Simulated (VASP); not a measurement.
# Au in VASP: single point with PBE

Aim: the single point of Au with PBE.

Everything below comes from runs of VASP 6.6.1. Logs are shortened: lines on timing, memory, paths and dates and some standing lists are left out, and cuts for length are marked.

**1. The cell of the first run**

The cell holds a slab with vacuum, 5 atoms: a = 2.884 Å, b = 2.884 Å, c = 24.418 Å, α = 90.00°, β = 90.00°, γ = 60.00°.

**2. Single point, PBE**

Contents of INCAR:

```
  PREC = Accurate
  ENCUT = 520
  EDIFF = 1E-6
  ISMEAR = 0
  SIGMA = 0.1
  LREAL = F
  LASPH = T
  NELM = 80
  ALGO = Normal
  ISIF = 2
  LWAVE = F
  LCHARG = F
  LDIPOL = T
  IDIPOL = 3
  DIPOL = 0.5 0.5 0.500
  GGA = PE
  NBANDS = 36
```

Contents of KPOINTS:

```
regular mesh
0
Gamma
  16 16 1
```

Contents of POSCAR:

```
Au
1.0
    2.8835814537      0.0000000000      0.0000000000
    1.4417907268      2.4972547928      0.0000000000
    0.0000000000      0.0000000000     24.4177375910
Au
5
Direct
    0.0000000000      0.0000000000      0.2982090236
    0.3333333333      0.3333333333      0.3999288242
    0.6666666667      0.6666666667      0.5000001829
    0.0000000000      0.0000000000      0.6000714897
    0.3333333333      0.3333333333      0.7017904796
```

Potentials or basis: VASP PAW PBE potentials, release 64 (Au).

Command:

```sh
$ cat potpaw_PBE.64/Au/POTCAR > POTCAR
$ mpirun -np 1 vasp_std > vasp.out
```

OUTCAR:

```text
PREC = Accurate
   ENCUT = 520
   EDIFF = 1E-6
   ISMEAR = 0
   LREAL = F
   LASPH = T
   NELM = 80
   ISIF = 2
   GGA = PE

 ion  position               nearest neighbor table
   1  0.000  0.000  0.298-   2 2.99   2 2.99   2 2.99
   2  0.333  0.333  0.400-   3 2.96   3 2.96   3 2.96   1 2.99   1 2.99   1 2.99
   3  0.667  0.667  0.500-   4 2.96   4 2.96   4 2.96   2 2.96   2 2.96   2 2.96
   4  0.000  0.000  0.600-   3 2.96   3 2.96   3 2.96   5 2.99   5 2.99   5 2.99
   5  0.333  0.333  0.702-   4 2.99   4 2.99   4 2.99

  LATTYP: Found a hexagonal cell.
 ALAT       =     2.8835814537
 C/A-ratio  =     8.4678508248

  Lattice vectors:

 A1 = (  -1.4417907268,  -2.4972547928,   0.0000000000)
 A2 = (   2.8835814537,   0.0000000000,   0.0000000000)
 A3 = (   0.0000000000,   0.0000000000,  24.4177375910)

Analysis of symmetry for initial positions (statically):
=====================================================================
 Subroutine PRICEL returns:
 Original cell was already a primitive cell.

 Routine SETGRP: Setting up the symmetry group for a
 hexagonal supercell.

 Subroutine GETGRP returns: Found 12 space group operations
 (whereof  6 operations were pure point group operations)
 out of a pool of 24 trial point group operations.

The static configuration has the point symmetry C_3v.
 The point group associated with its full space group is D_3d.

Analysis of symmetry for dynamics (positions and initial velocities):
=====================================================================
 Subroutine PRICEL returns:
 Original cell was already a primitive cell.

 Routine SETGRP: Setting up the symmetry group for a
 hexagonal supercell.

 Subroutine GETGRP returns: Found 12 space group operations
 (whereof  6 operations were pure point group operations)
 out of a pool of 24 trial point group operations.

The dynamic configuration has the point symmetry C_3v.
 The point group associated with its full space group is D_3d.

 Subroutine INISYM returns: Found 12 space group operations
 (whereof  6 operations are pure point group operations),
 and found     1 'primitive' translations

----------------------------------------------------------------------------------------

                                     Primitive cell

  volume of cell :     175.8330

  direct lattice vectors                    reciprocal lattice vectors
     2.883581454  0.000000000  0.000000000     0.346790967 -0.200219858  0.000000000
     1.441790727  2.497254793  0.000000000     0.000000000  0.400439716  0.000000000
     0.000000000  0.000000000 24.417737591     0.000000000  0.000000000  0.040953835

  length of vectors
     2.883581454  2.883581454 24.417737591     0.400439716  0.400439716  0.040953835

  position of ions in fractional coordinates (direct lattice)
     0.000000000  0.000000000  0.298209024
     0.333333333  0.333333333  0.399928824
     0.666666667  0.666666667  0.500000183
     0.000000000  0.000000000  0.600071490
     0.333333333  0.333333333  0.701790480

  ion indices of the primitive-cell ions
   primitive index   ion index
                 1           1
                 2           2
                 3           3
                 4           4
                 5           5

----------------------------------------------------------------------------------------

 KPOINTS: regular mesh

Automatic generation of k-mesh.
 Grid dimensions read from file:
 generate k-points for:   16   16    1

 Generating k-lattice:

  Cartesian coordinates                     Fractional coordinates (reciprocal lattice)
     0.021674435 -0.012513741  0.000000000     0.062500000  0.000000000  0.000000000
     0.000000000  0.025027482  0.000000000     0.000000000  0.062500000  0.000000000
     0.000000000  0.000000000  0.040953835     0.000000000  0.000000000  1.000000000

  Length of vectors
     0.025027482  0.025027482  0.040953835

  Shift w.r.t. Gamma in fractional coordinates (k-lattice)
     0.000000000  0.000000000  0.000000000

 Subroutine IBZKPT returns following result:
 ===========================================

 Found     30 irreducible k-points:

 Following reciprocal coordinates:
            Coordinates               Weight
  0.000000  0.000000  0.000000      1.000000
  0.062500  0.000000  0.000000      6.000000
  0.125000  0.000000  0.000000      6.000000
  0.187500  0.000000  0.000000      6.000000
  0.250000  0.000000  0.000000      6.000000
  0.312500  0.000000  0.000000      6.000000
[... 16 lines left out ...]
  0.375000  0.187500  0.000000      6.000000
  0.437500  0.187500  0.000000     12.000000
 [... further k-points ...]
   k-points           NKPTS =     30   k-points in BZ     NKDIM =     30   number of bands    NBANDS=     36
   number of dos      NEDOS =    301   number of ions     NIONS =      5
   total plane-waves  NPLWV = 110592
   dimension x,y,z NGX =    24 NGY =   24 NGZ =  192
   dimension x,y,z NGXF=    48 NGYF=   48 NGZF=  384
   ions per type =               5
   NGX,Y,Z   is equivalent  to a cutoff of  13.84, 13.84, 13.07 a.u.
   NGXF,Y,Z  is equivalent  to a cutoff of  27.67, 27.67, 26.14 a.u.
 SYSTEM =  unknown system
   PREC   = accura    normal or accurate (medium, high low for compatibility)
   ISTART =      0    job   : 0-new  1-cont  2-samecut
   ICHARG =      2    charge: 1-file 2-atom 10-const
   ISPIN  =      1    spin polarized calculation?
   LNONCOLLINEAR =      F non collinear calculations
   LSORBIT =      F    spin-orbit coupling
   LASPH  =      T    aspherical Exc in radial PAW
   ENCUT  =  520.0 eV  38.22 Ry    6.18 a.u.   5.36  5.36 45.40*2*pi/ulx,y,z
   NELM   =     80;   NELMIN=  2; NELMDL= -5     # of ELM steps
   EDIFF  = 0.1E-05   stopping-criterion for ELM
   LREAL  =      F    real-space projection
   EDIFFG = 0.1E-04   stopping-criterion for IOM
   NSW    =      0    number of steps for IOM
   IBRION =     -1    ionic relax: 0-MD 1-quasi-New 2-CG
   NFREE  =      0    steps in history (QN), initial steepest desc. (CG)
   ISIF   =      2    stress and relaxation
   ISYM   =      2    0-nonsym 1-usesym 2-fastsym
   POTIM  = 0.5000    time-step for ionic-motion
   TEBEG  =    0.0;   TEEND  =   0.0 temperature during run
   PSTRESS=    0.0 pullay stress
   NELECT =      55.0000    total number of electrons
   NUPDOWN=      -1.0000    fix difference up-down
   EMIN   =  10.00;   EMAX   =-10.00  energy-range for DOS
   EFERMI =   0.00;   METHOD = LEGACY
   ISMEAR =     0;   SIGMA  =   0.10  broadening in eV -4-tet -1-fermi 0-gaus
   EFERMI_NEDOS =   21; number of points for ismear=-14 and -15
   IALGO  =     38    algorithm
   IMIX   =      4    mixing-type and parameters
     AMIX     =   0.40;   BMIX     =  1.00
     AMIX_MAG =   1.60;   BMIX_MAG =  1.00
  volume/ion in A,a.u.               =      35.17       237.32
  Fermi-wavevector in a.u.,A,eV,Ry     =   1.111294  2.100041 16.802840  1.234974
  Thomas-Fermi vector in A             =   2.247855
   LORBIT       =      0    0 simple, 1 ext, 2 COOP (PROOUT), +10 PAW based schemes
   GGA     = PE    functional components
   LHFCALC =     F    Hartree Fock is set to
   AEXX    =    0.0000 exact exchange contribution
   IVDW    =     0    specifies the selected vdW correction
   LEPSILON=     F    determine dielectric tensor
   LRPA    =     F    only Hartree local field effects (RPA)
 non-spin polarized calculation
 Gauss-broadening in eV      SIGMA  =   0.10
  energy-cutoff  :      520.00
  volume of cell :      175.83
 maximum number of plane-waves:      4819
 NGX is ok and might be reduce to    24
   NGX = 11   NGY = 11   NGZ = 91

 dipolmoment           0.000000      0.000000      0.000000 electrons x Angstroem

 number of electron      55.0000007 magnetization

 dipolmoment           0.000000      0.000000     -0.000006 electrons x Angstroem

 Free energy of the ion-electron system (eV)
  ---------------------------------------------------
  ext. energy  EPLUGINS =         0.00000000
  ---------------------------------------------------
  free energy    TOTEN  =       -15.48671694 eV

  energy without entropy =      -15.47189631  energy(sigma->0) =      -15.47930662

 E-fermi :   1.8342     XC(G=0):  -6.9268

 val. band max:        1.8327689347   @ k =   0.5000   0.1875   0.0000
 cond. band min:       1.8383642755   @ k =   0.5000   0.2500   0.0000
 fundamental gap:      0.0055953408
 Fermi energy:         1.8341829234

 k-point     1 :       0.0000    0.0000    0.0000
  band No.  band energies     occupation
      1      -7.3603      2.00000
      2      -6.5541      2.00000
      3      -5.6787      2.00000
      4      -5.1475      2.00000
      5      -5.1436      2.00000
      6      -2.9277      2.00000
[... 28 lines left out ...]
     35       8.6044      0.00000
     36       8.9806      0.00000

 k-point     2 :       0.0625    0.0000    0.0000
  band No.  band energies     occupation
      1      -7.2390      2.00000
      2      -6.4341      2.00000
      3      -5.5592      2.00000
      4      -5.0380      2.00000
      5      -5.0267      2.00000
      6      -2.9301      2.00000
[... 28 lines left out ...]
     35       8.7017      0.00000
     36       9.0596      0.00000

 k-point     3 :       0.1250    0.0000    0.0000
  band No.  band energies     occupation
      1      -6.8867      2.00000
      2      -6.0902      2.00000
      3      -5.2224      2.00000
      4      -4.7339      2.00000
      5      -4.6989      2.00000
      6      -3.0602      2.00000
[... 28 lines left out ...]
     35       8.9914      0.00000
     36       9.2963      0.00000

 k-point     4 :       0.1875    0.0000    0.0000
  band No.  band energies     occupation
      1      -6.3448      2.00000
      2      -5.5842      2.00000
      3      -4.7634      2.00000
      4      -4.3381      2.00000
      5      -4.2531      2.00000
      6      -3.3257      2.00000
[... 28 lines left out ...]
     35       9.4641      0.00000
     36       9.6882      0.00000

 k-point     5 :       0.2500    0.0000    0.0000
  band No.  band energies     occupation
      1      -5.7121      2.00000
      2      -5.0651      2.00000
      3      -4.4389      2.00000
      4      -4.0870      2.00000
      5      -3.9221      2.00000
      6      -3.6185      2.00000
[... 655 lines left out ...]
 k-point    22 :      -0.4375    0.1250    0.0000
  band No.  band energies     occupation
      1      -4.6243      2.00000
      2      -4.5013      2.00000
      3      -4.2673      2.00000
      4      -4.2220      2.00000
      5      -3.9298      2.00000
      6      -3.7422      2.00000
[... 28 lines left out ...]
     35       7.7442      0.00000
     36      10.1342      0.00000

 k-point    23 :       0.3750    0.1875    0.0000
  band No.  band energies     occupation
      1      -4.7973      2.00000
      2      -4.3788      2.00000
      3      -3.9162      2.00000
      4      -3.6954      2.00000
      5      -3.5617      2.00000
      6      -3.4558      2.00000
[... 28 lines left out ...]
     35      10.3461      0.00000
     36      10.4648      0.00000

 k-point    24 :       0.4375    0.1875    0.0000
  band No.  band energies     occupation
      1      -4.3848      2.00000
      2      -4.1808      2.00000
      3      -3.8946      2.00000
      4      -3.8163      2.00000
      5      -3.6457      2.00000
      6      -3.4682      2.00000
[... 28 lines left out ...]
     35       9.3904      0.00000
     36      10.2251      0.00000

 [... further k-points ...]

------------------------ aborting loop because EDIFF is reached ----------------------------------------

 vacuum level on the upper side and lower side of the slab       (xc-potential included)        -0.009        -0.009

  FORCE on cell =-STRESS in cart. coord.  units (eV):
  Direction    XX          YY          ZZ          XY          YZ          ZX
  --------------------------------------------------------------------------------------
  -------------------------------------------------------------------------------------
  Total       -0.5720032     -0.5720032     -0.1088683      0.0000000     -0.0000000      0.0000000
  in kB       -5.2120493     -5.2120493     -0.9919994      0.0000000     -0.0000000      0.0000000
  external PRESSURE =      -3.8053660 kB  Pullay stress =       0.0000000 kB

 VOLUME and BASIS-vectors are now :
 -----------------------------------------------------------------------------
  energy-cutoff  :      520.00
  volume of cell :      175.83
      direct lattice vectors                 reciprocal lattice vectors
     2.883581454  0.000000000  0.000000000     0.346790967 -0.200219858  0.000000000
     1.441790727  2.497254793  0.000000000     0.000000000  0.400439716  0.000000000
     0.000000000  0.000000000 24.417737591     0.000000000  0.000000000  0.040953835

 POSITION                                       TOTAL-FORCE (eV/Angst)
 -----------------------------------------------------------------------------------
      0.00000      0.00000      7.28159        -0.000000     -0.000000      0.001465
      1.44179      0.83242      9.76536         0.000000      0.000000      0.006832
      2.88358      1.66484     12.20887        -0.000000     -0.000000      0.000000
      0.00000      0.00000     14.65239        -0.000000     -0.000000     -0.006832
      1.44179      0.83242     17.13614         0.000000      0.000000     -0.001465
 -----------------------------------------------------------------------------------
    total drift:                                0.000000      0.000000     -0.000347

  FREE ENERGIE OF THE ION-ELECTRON SYSTEM (eV)
  ---------------------------------------------------
  free  energy   TOTEN  =       -15.4867169352 eV

  energy  without entropy=      -15.4718963101  energy(sigma->0) =      -15.47930662

 vacuum level on the upper side and lower side of the slab         7.028         7.028
```

Wall time 5.2 min (1 thread of Intel Xeon Platinum 8124M at 3.00GHz (Skylake/Cascade Lake), shared host); peak memory 0.39 GiB.

What came out:

```
Free energy   : -15.4867 eV
Largest force : 0.007 eV/Å
```

Forces in eV/Å, atoms in the order of the input:
```
Au   0.000  0.000  0.001
Au   0.000  0.000  0.007
Au   0.000  0.000  0.000
Au   0.000  0.000 -0.007
Au   0.000  0.000 -0.001
```

Caveat: spin-orbit coupling is left out, which moves the levels of the heavy elements.
